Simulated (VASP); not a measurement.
# P (P6/mmm) in VASP: a series of runs, part 2 of 2

VASP 6.6.1.

## (4) Single point, r2SCAN (13.29 Å³/atom)

This run uses another cell than the first one, of 13.29 Å³/atom.

Contents of POSCAR:

```
P
1.0
    4.3526747981      0.0000000000      0.0000000000
   -2.1763373991      3.7695269496      0.0000000000
    0.0000000000      0.0000000000      2.4306504687
P
3
Direct
    0.0000000000      1.0000000000      0.0000000000
    0.3333333333      0.6666666667      0.5000000000
    0.6666666667      0.3333333333      0.5000000000
```

Contents of INCAR.step1:

```
  PREC = Accurate
  ENCUT = 550
  ISMEAR = -1
  SIGMA = 0.1
  LREAL = False
  LASPH = True
  NELM = 120
  NBANDS = 14
  GGA = PE
  ALGO = Normal
  EDIFF = 1E-5
  LWAVE = True
  LCHARG = False
  GGA_COMPAT = False
```

Contents of INCAR.step2:

```
  PREC = Accurate
  ENCUT = 550
  EDIFF = 1E-6
  ISMEAR = -1
  SIGMA = 0.1
  LREAL = False
  LASPH = True
  NELM = 120
  ALGO = Normal
  ISIF = 2
  LWAVE = False
  LCHARG = False
  METAGGA = R2SCAN
  LMIXTAU = True
  NBANDS = 14
  ISTART = 1
  GGA_COMPAT = False
```

Contents of KPOINTS:

```
regular mesh
0
Gamma
  9 9 14
```

Potentials or basis: VASP PAW PBE potentials, release 64 (P).

Started as:

```
$ cat potpaw_PBE.64/P/POTCAR > POTCAR
$ cp INCAR.step1 INCAR
$ mpirun -np 1 vasp_std > vasp.out
$ cp INCAR.step2 INCAR
$ mpirun -np 1 vasp_std > vasp.out
```

OUTCAR:

```text
PREC = Accurate
   ENCUT = 550
   EDIFF = 1E-6
   ISMEAR = -1
   LREAL = False
   LASPH = True
   NELM = 120
   ISIF = 2
   METAGGA = R2SCAN
   ISTART = 1

 ion  position               nearest neighbor table
   1  0.000  0.000  0.000-   2 2.79   3 2.79   2 2.79   3 2.79   3 2.79   3 2.79   2 2.79   2 2.79
                             3 2.79   3 2.79   2 2.79   2 2.79
   2  0.333  0.667  0.500-   3 2.51   3 2.51   3 2.51   1 2.79   1 2.79   1 2.79   1 2.79   1 2.79
                             1 2.79
   3  0.667  0.333  0.500-   2 2.51   2 2.51   2 2.51   1 2.79   1 2.79   1 2.79   1 2.79   1 2.79
                             1 2.79

[... 607 lines left out ...]
  --------------------------------------------------------------------------------------
  -------------------------------------------------------------------------------------
  Total        2.3940416      2.3940416      1.9213158     -0.0000000      0.0000000      0.0000000
  in kB       96.1782096     96.1782096     77.1869254     -0.0000000      0.0000000      0.0000000
  external PRESSURE =      89.8477816 kB  Pullay stress =       0.0000000 kB

 VOLUME and BASIS-vectors are now :
 -----------------------------------------------------------------------------
  energy-cutoff  :      550.00
  volume of cell :       39.88
      direct lattice vectors                 reciprocal lattice vectors
     4.352674798  0.000000000  0.000000000     0.229743789  0.132642638  0.000000000
    -2.176337399  3.769526950  0.000000000     0.000000000  0.265285277  0.000000000
     0.000000000  0.000000000  2.430650469     0.000000000  0.000000000  0.411412506

 POSITION                                       TOTAL-FORCE (eV/Angst)
 -----------------------------------------------------------------------------------
      0.00000      0.00000      0.00000         0.000000      0.000000      0.000000
     -0.00000      2.51302      1.21533        -0.000000      0.000000      0.000000
      2.17634      1.25651      1.21533        -0.000000     -0.000000      0.000000
 -----------------------------------------------------------------------------------
    total drift:                                0.000000     -0.000000     -0.000000

  FREE ENERGIE OF THE ION-ELECTRON SYSTEM (eV)
  ---------------------------------------------------
  free  energy   TOTEN  =       -24.1035602050 eV

  energy  without entropy=      -24.0544120441  energy(sigma->0) =      -24.07898612
```

Wall time 2.1 min (1 thread of AMD EPYC 9R14 (Zen 4), shared host); peak memory 0.15 GiB.

Results:

```
Free energy            : -24.1036 eV
Pressure               : 9.0 GPa
Band gap on the k mesh : zero (an odd number of electrons rules out a gap without spin polarisation)
```

Stress tensor (GPa, compression positive):
```
9.62 0.00 0.00
0.00 9.62 0.00
0.00 0.00 7.72
```

Caveat: the cell stands under pressure; the PAW data sets were made with another functional, which shifts forces and pressure a little.

## (5) Single point, r2SCAN (13.87 Å³/atom)

This run uses another cell than the first one, of 13.87 Å³/atom.

Contents of POSCAR:

```
P
1.0
    4.4148642688      0.0000000000      0.0000000000
   -2.2074321344      3.8233846110      0.0000000000
    0.0000000000      0.0000000000      2.4653787388
P
3
Direct
    0.0000000000      1.0000000000      0.0000000000
    0.3333333333      0.6666666667      0.5000000000
    0.6666666667      0.3333333333      0.5000000000
```

Contents of INCAR.step1:

```
ALGO = Normal
EDIFF = 1E-5
ENCUT = 550
GGA = PE
GGA_COMPAT = F
ISMEAR = -1
LASPH = T
LCHARG = F
LREAL = F
LWAVE = T
NBANDS = 14
NELM = 120
PREC = Accurate
SIGMA = 0.1
```

Contents of INCAR.step2:

```
ALGO = Normal
EDIFF = 1E-6
ENCUT = 550
GGA_COMPAT = F
ISIF = 2
ISMEAR = -1
ISTART = 1
LASPH = T
LCHARG = F
LMIXTAU = T
LREAL = F
LWAVE = F
METAGGA = R2SCAN
NBANDS = 14
NELM = 120
PREC = Accurate
SIGMA = 0.1
```

Contents of KPOINTS:

```
k-points
0
Gamma
  9 9 14
```

Potentials or basis: VASP PAW PBE potentials, release 64 (P).

Started as:

```
$ cat potpaw_PBE.64/P/POTCAR > POTCAR
$ cp INCAR.step1 INCAR
$ mpirun -np 1 vasp_std > vasp.out
$ cp INCAR.step2 INCAR
$ mpirun -np 1 vasp_std > vasp.out
```

OUTCAR:

```text
EDIFF = 1E-6
   ENCUT = 550
   ISIF = 2
   ISMEAR = -1
   ISTART = 1
   LASPH = T
   LREAL = F
   METAGGA = R2SCAN
   NELM = 120
   PREC = Accurate

 ion  position               nearest neighbor table
   1  0.000  0.000  0.000-   2 2.83   3 2.83   2 2.83   3 2.83   2 2.83   2 2.83   3 2.83   3 2.83
                             3 2.83   3 2.83   2 2.83   2 2.83
   2  0.333  0.667  0.500-   3 2.55   3 2.55   3 2.55   1 2.83   1 2.83   1 2.83   1 2.83   1 2.83
                             1 2.83
   3  0.667  0.333  0.500-   2 2.55   2 2.55   2 2.55   1 2.83   1 2.83   1 2.83   1 2.83   1 2.83
                             1 2.83

  LATTYP: Found a hexagonal cell.
 ALAT       =     4.4148642688
 C/A-ratio  =     0.5584268482

  Lattice vectors:

 A1 = (   4.4148642688,   0.0000000000,   0.0000000000)
 A2 = (  -2.2074321344,   3.8233846110,   0.0000000000)
 A3 = (   0.0000000000,   0.0000000000,   2.4653787388)

Analysis of symmetry for initial positions (statically):
=====================================================================
 Subroutine PRICEL returns:
 Original cell was already a primitive cell.

 Routine SETGRP: Setting up the symmetry group for a
 hexagonal supercell.

 Subroutine GETGRP returns: Found 24 space group operations
 (whereof 24 operations were pure point group operations)
 out of a pool of 24 trial point group operations.

The static configuration has the point symmetry D_6h.

Analysis of symmetry for dynamics (positions and initial velocities):
=====================================================================
 Subroutine PRICEL returns:
 Original cell was already a primitive cell.

 Routine SETGRP: Setting up the symmetry group for a
 hexagonal supercell.

 Subroutine GETGRP returns: Found 24 space group operations
 (whereof 24 operations were pure point group operations)
 out of a pool of 24 trial point group operations.

The dynamic configuration has the point symmetry D_6h.
[... 129 lines left out ...]
   IVDW    =     0    specifies the selected vdW correction
   LEPSILON=     F    determine dielectric tensor
   LRPA    =     F    only Hartree local field effects (RPA)
 non-spin polarized calculation
  energy-cutoff  :      550.00
  volume of cell :       41.61
 maximum number of plane-waves:      1251
 NGX is ok and might be reduce to    36
   NGX = 17   NGY = 17   NGZ =  9

 number of electron      15.0000000 magnetization

 Free energy of the ion-electron system (eV)
  ---------------------------------------------------
  ext. energy  EPLUGINS =         0.00000000
  ---------------------------------------------------
  free energy    TOTEN  =       -24.17369133 eV

  energy without entropy =      -24.12412239  energy(sigma->0) =      -24.14890686

 E-fermi :  10.4160     XC(G=0): -12.3833

 val. band max:       10.4156511535   @ k =   0.4444   0.1111   0.2143
 cond. band min:      10.4244115064   @ k =   0.3333   0.1111   0.0000
 fundamental gap:      0.0087603529
 Fermi energy:        10.4159915461

 k-point     1 :       0.0000    0.0000    0.0000
  band No.  band energies     occupation
      1      -7.3266      2.00000
      2       0.5489      2.00000
      3       0.5807      2.00000
      4       3.9422      2.00000
      5       3.9422      2.00000
      6       4.1903      2.00000
      7       4.1903      2.00000
      8      14.9240      0.00000
      9      17.3416      0.00000
     10      17.3416      0.00000
     11      18.0645      0.00000
     12      19.8739      0.00000
     13      19.9408      0.00000
     14      22.1720      0.00000
[... 377 lines left out ...]
      1      -3.9333      2.00000
      2      -3.9333      2.00000
      3      -3.8300      2.00000
      4       6.0046      2.00000
      5       6.3344      2.00000
      6       6.3344      2.00000
      7      13.4148      0.00000
      8      13.4148      0.00000
      9      14.1850      0.00000
     10      15.9235      0.00000
     11      16.0947      0.00000
     12      16.0947      0.00000
     13      18.4116      0.00000
     14      18.5669      0.00000

 [... further k-points ...]

------------------------ aborting loop because EDIFF is reached ----------------------------------------

  FORCE on cell =-STRESS in cart. coord.  units (eV):
  Direction    XX          YY          ZZ          XY          YZ          ZX
  --------------------------------------------------------------------------------------
  -------------------------------------------------------------------------------------
  Total        1.2989343      1.2989343      0.5295017     -0.0000000     -0.0000000      0.0000000
  in kB       50.0090711     50.0090711     20.3858545     -0.0000000     -0.0000000      0.0000000
  external PRESSURE =      40.1346655 kB  Pullay stress =       0.0000000 kB

 VOLUME and BASIS-vectors are now :
 -----------------------------------------------------------------------------
  energy-cutoff  :      550.00
  volume of cell :       41.61
      direct lattice vectors                 reciprocal lattice vectors
     4.414864269  0.000000000  0.000000000     0.226507530  0.130774183  0.000000000
    -2.207432134  3.823384611  0.000000000     0.000000000  0.261548367  0.000000000
     0.000000000  0.000000000  2.465378739     0.000000000  0.000000000  0.405617191

 POSITION                                       TOTAL-FORCE (eV/Angst)
 -----------------------------------------------------------------------------------
      0.00000      0.00000      0.00000         0.000000     -0.000000      0.000000
     -0.00000      2.54892      1.23269         0.000000      0.000000      0.000000
      2.20743      1.27446      1.23269        -0.000000     -0.000000      0.000000
 -----------------------------------------------------------------------------------
    total drift:                                0.000000     -0.000000     -0.000000

  FREE ENERGIE OF THE ION-ELECTRON SYSTEM (eV)
  ---------------------------------------------------
  free  energy   TOTEN  =       -24.1736913252 eV

  energy  without entropy=      -24.1241223942  energy(sigma->0) =      -24.14890686
```

OSZICAR.step1:

```text
N       E                     dE             d eps       ncg     rms          rms(c)
DAV:   1     0.348304400624E+02    0.34830E+02   -0.64708E+03  2688   0.934E+02
DAV:   2    -0.121055877423E+02   -0.46936E+02   -0.43161E+02  3510   0.147E+02
DAV:   3    -0.140427552711E+02   -0.19372E+01   -0.19006E+01  3522   0.273E+01
DAV:   4    -0.140578348464E+02   -0.15080E-01   -0.15067E-01  3226   0.291E+00
DAV:   5    -0.140579714497E+02   -0.13660E-03   -0.13660E-03  3634   0.252E-01    0.771E+00
DAV:   6    -0.140427740724E+02    0.15197E-01   -0.10273E-02  3216   0.588E-01    0.448E+00
DAV:   7    -0.140366948388E+02    0.60792E-02   -0.18325E-02  3204   0.782E-01    0.157E-01
DAV:   8    -0.140367355945E+02   -0.40756E-04   -0.45538E-04  3418   0.148E-01    0.811E-02
DAV:   9    -0.140367495505E+02   -0.13956E-04   -0.37638E-05  3294   0.399E-02    0.983E-03
DAV:  10    -0.140367502128E+02   -0.66230E-06   -0.10617E-06  1908   0.775E-03
   1 F= -.14036750E+02 E0= -.14010948E+02  d E =-.516051E-01
```

It took 2.2 min on 1 thread of AMD EPYC 9R14 (Zen 4), shared host; peak memory 0.16 GiB.

Results:

```
Free energy            : -24.1737 eV
Pressure               : 4.0 GPa
Band gap on the k mesh : zero (an odd number of electrons rules out a gap without spin polarisation)
```

Levels at points of the mesh, in eV from the Fermi level:
| k point | band 5 | band 6 | band 7 | band 8 | band 9 | band 10 | band 11 | band 12 |
| --- | --- | --- | --- | --- | --- | --- | --- | --- |
| (0.00, 0.00, 0.00) | -6.47 | -6.23 | -6.23 | 4.51 | 6.93 | 6.93 | 7.65 | 9.46 |
| (0.00, 0.00, 0.50) | -3.85 | -3.84 | -2.83 | -2.83 | -0.76 | -0.76 | -0.02 | -0.02 |

Caveat: the cell stands under pressure; the PAW data sets were made with another functional, which shifts forces and pressure a little.

## (6) Summary

```tsv
cell	k mesh	gap on the mesh (eV)	pressure (GPa)
a = 4.475, b = 4.475, c = 2.499 Å, angles 90.0, 90.0, 120.0°, 3 atoms	8 × 8 × 12	none	-0.2
a = 4.289, b = 4.289, c = 2.395 Å, angles 90.0, 90.0, 120.0°, 3 atoms	9 × 9 × 14	none	14.8
a = 4.353, b = 4.353, c = 2.431 Å, angles 90.0, 90.0, 120.0°, 3 atoms	9 × 9 × 14	none	9.0
a = 4.415, b = 4.415, c = 2.465 Å, angles 90.0, 90.0, 120.0°, 3 atoms	9 × 9 × 14	none	4.0
```

Alike in all rows: task single point; level r2SCAN; potentials or basis VASP PAW PBE potentials, release 64 (P); no spin polarisation; cutoff (eV) 550; smearing fermi-dirac 0.1 eV.

Caveats: the PAW data sets were made with another functional, which shifts forces and pressure a little; the cell stands under pressure (at least some runs).

Absolute energies hang on the potentials; compare differences alone.

The gap in the log of VASP goes by the Fermi energy; the results here count the filled bands.